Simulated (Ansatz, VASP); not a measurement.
NaI in VASP and in Ansatz

```
CELL_PARAMETERS angstrom
4.66096 0.00000 0.00000
-2.33048 4.03651 0.00000
0.00000 0.00000 7.52346
ATOMIC_POSITIONS crystal
Na 0.00000 0.00000 0.00000
Na 0.00000 0.00000 0.50000
I 0.33333 0.66667 0.25000
I 0.66667 0.33333 0.75000
```

Change from the starting cell: epitaxial_xy strain +3.5%.

Alike in both runs: task single point; functional PBE; k mesh 6 × 6 × 4; occupations fermi-dirac, width 0.02 eV; no spin polarisation.

```csv
,VASP,Ansatz
version,VASP 6.6.1,Ansatz 0.2.0
potentials or method,"VASP PAW PBE potentials, release 64 (Na_pv, I)","plane waves, PAW"
plane-wave cutoff (eV),500,420
valence electrons in the cell,28,52
```

```csv
,VASP,Ansatz,Ansatz less VASP
gap on the k mesh at the Fermi level (eV),3.45,3.46,+0.003
pressure (GPa),-0.2,-0.2,0.00
"traceless stress, the component that is largest in VASP (GPa)",0.67,0.67,0.000
```

VASP's potentials hold 28 valence electrons a cell and Ansatz's 52, so a difference there can come from the potentials and not from the codes.

Neither program's run includes spin-orbit coupling.
